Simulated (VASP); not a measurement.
FeGe, 8 atoms in the cell. It takes space group P2_13 (No. 198, cubic). The conventional cell has a = 4.663 Å, b = 4.663 Å, c = 4.663 Å, α = 90.00°, β = 90.00°, γ = 90.00°. Within 3.1 Å of Fe (site symmetry 3) lie 7 Ge at 2.37 to 2.63 Å and 6 Fe at 2.86 Å. Ge (site symmetry 3) has 7 Fe at 2.37 to 2.63 Å and 6 Ge at 2.89 Å within 3.1 Å. 

```yaml
Program: VASP 6.6.1
Task: single point
Functional: PBE
Potentials_or_basis: VASP PAW PBE potentials, release 64 (Fe, Ge_d)
Cutoff: 520 eV
k_mesh: 8 × 8 × 8
Occupations: gaussian, width 0.1 eV
Spin: collinear spin, ferromagnetic start
Starting_moments: "[1.27, 1.27, 1.27, 1.27, 0.0, 0.0, 0.0, 0.0] μB"
Dipole_correction: no
Further_INCAR_settings: ALGO = Fast; EDIFF = 1e-07; NBANDS = 58
```

Potentials or basis: VASP PAW PBE potentials, release 64 (Fe, Ge_d).

Launch:

```console
$ cat potpaw_PBE.64/Fe/POTCAR potpaw_PBE.64/Ge_d/POTCAR > POTCAR
$ mpirun -np 1 vasp_std > vasp.out
```

Hardware: 1 thread of Oxide Virtual Turin-like Processor, with other jobs on the host.

Task: Estimate the wall time of this run.

Result: Wall time 12 min on 1 thread of Oxide Virtual Turin-like Processor, with other jobs on the host, peak memory 0.45 GiB. Counts: scf iterations 18, k points 45.
